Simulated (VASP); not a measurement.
A run of VASP 6.6.1:

The input POSCAR:

```
In
1.0
    3.4436155125      0.0000000000      0.0000000000
   -1.7218077562      2.9822585147      0.0000000000
    0.0000000000      0.0000000000      5.4101626312
In
2
Direct
    0.3333333333      0.6666666667      0.2500000000
    0.6666666667      0.3333333333      0.7500000000
```

INCAR.step1

```
ALGO = Normal
EDIFF = 1E-6
ENCUT = 520
GGA = PE
ISIF = 2
ISMEAR = -1
LASPH = True
LCHARG = True
LREAL = False
LWAVE = False
NBANDS = 20
NELM = 100
PREC = Accurate
SIGMA = 0.08
```

The input KPOINTS.step1:

```
k-points
0
Gamma
  13 13 7
```

Contents of INCAR.step2:

```
ALGO = Normal
EDIFF = 1E-6
ENCUT = 520
GGA = PE
ICHARG = 11
ISIF = 2
ISMEAR = -5
LASPH = True
LCHARG = False
LORBIT = 10
LREAL = False
LWAVE = False
NEDOS = 1001
NELM = 100
PREC = Accurate
SIGMA = 0.08
```

The input KPOINTS.step2:

```
k-points
0
Gamma
  20 20 11
```

Potentials or basis: VASP PAW PBE potentials, release 64 (In_d).

Run with:

```bash
$ cat potpaw_PBE.64/In_d/POTCAR > POTCAR
$ cp INCAR.step1 INCAR
$ cp KPOINTS.step1 KPOINTS
$ mpirun -np 1 vasp_std > vasp.out
$ cp INCAR.step2 INCAR
$ cp KPOINTS.step2 KPOINTS
$ mpirun -np 1 vasp_std > vasp.out
```

Hardware: 1 thread of Intel(R) Xeon(R) 6975P-C (Granite Rapids), with other jobs on the host.

How long does it take, and how much memory?

It took 76 s on 1 thread of Intel(R) Xeon(R) 6975P-C (Granite Rapids), with other jobs on the host, peak memory 0.32 GiB. Counts: k points 264.
